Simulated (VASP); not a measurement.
Here is a VASP 6.6.1 calculation.

INCAR

```
SYSTEM = K2S
ALGO = Normal ; EDIFF = 1E-6
ENCUT = 500 ; GGA = PE
GGA_COMPAT = .False. ; ISIF = 2
ISMEAR = 0 ; LASPH = .True.
LCHARG = .False. ; LREAL = .False.
LWAVE = .False. ; NBANDS = 19
NELM = 120 ; PREC = Accurate
SIGMA = 0.01
```

Contents of KPOINTS:

```
k-points
0
Gamma
  6 6 6
  0 0 0
```

File POSCAR:

```
K2S
1.0
    0.0000000000      3.6929446030      3.6929446030
    3.6929446030      0.0000000000      3.6929446030
    3.6929446030      3.6929446030      0.0000000000
K S
2 1
Direct
    0.2500000000      0.2500000000      0.2500000000
    0.7500000000      0.7500000000      0.7500000000
    0.0000000000      0.0000000000      0.0000000000
```

Potentials or basis: VASP PAW PBE potentials, release 64 (K_sv, S).

Run with:

```console
$ cat potpaw_PBE.64/K_sv/POTCAR potpaw_PBE.64/S/POTCAR > POTCAR
$ mpirun -np 1 vasp_std > vasp.out
```

Question: Estimate the band gap on the k mesh.

Answer: 2.40 eV, indirect (least direct gap 2.60 eV).

Question: What does it give for the pressure?

Answer: 0.6 GPa.

 A k mesh can miss the band edges.
